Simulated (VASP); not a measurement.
Here is a VASP 6.6.1 calculation.

The input INCAR:

```
PREC     = Accurate       # precision mode
ENCUT    = 600            # plane-wave cutoff, eV
EDIFF    = 1E-6           # SCF threshold, eV
ISMEAR   = -1             # smearing method
SIGMA    = 5E-4           # smearing width, eV
LREAL    = F              # projectors in reciprocal space
LASPH    = T              # aspherical terms in the spheres
NELM     = 120            # most SCF steps
ALGO     = Normal         # electronic algorithm
ISIF     = 2              # what is computed and relaxed
LWAVE    = F              # write WAVECAR
LCHARG   = F              # write CHGCAR
GGA      = PE             # functional
NBANDS   = 11             # bands
GGA_COMPAT= F
```

KPOINTS

```
Automatic mesh
0
Gamma
  9 9 9
```

File POSCAR:

```
MgO
1.0
    0.0000000000      2.1285000000      2.1285000000
    2.1285000000      0.0000000000      2.1285000000
    2.1285000000      2.1285000000      0.0000000000
Mg O
1 1
Direct
    0.0000000000      0.0000000000      0.0000000000
    0.5000000000      0.5000000000      0.5000000000
```

Potentials or basis: VASP PAW PBE potentials, release 64 (Mg, O).

The run is started by

```sh
$ cat potpaw_PBE.64/Mg/POTCAR potpaw_PBE.64/O/POTCAR > POTCAR
$ mpirun -np 1 vasp_std > vasp.out
```

Problem. Estimate the band gap on the k mesh.

Solution. 4.42 eV, direct.

Problem. Estimate the pressure.

Solution. -1.4 GPa.

**Measured values to compare with.**

From “Electronic structure of alkaline earth and post-transition metal oxides”, 2009, arxiv:0908.1581, for a bulk crystal of MgO: band gap 7.83 eV.

A measured gap of MgO is 7.83 eV (quoted in “Electronic structure of alkaline earth and post-transition metal oxides”, 2009, arxiv:0908.1581); the calculated 4.42 eV misses it by -3.41 eV. The value is that of PBE, without temperature or zero-point motion. Semilocal functionals fall short of measured gaps as a rule.
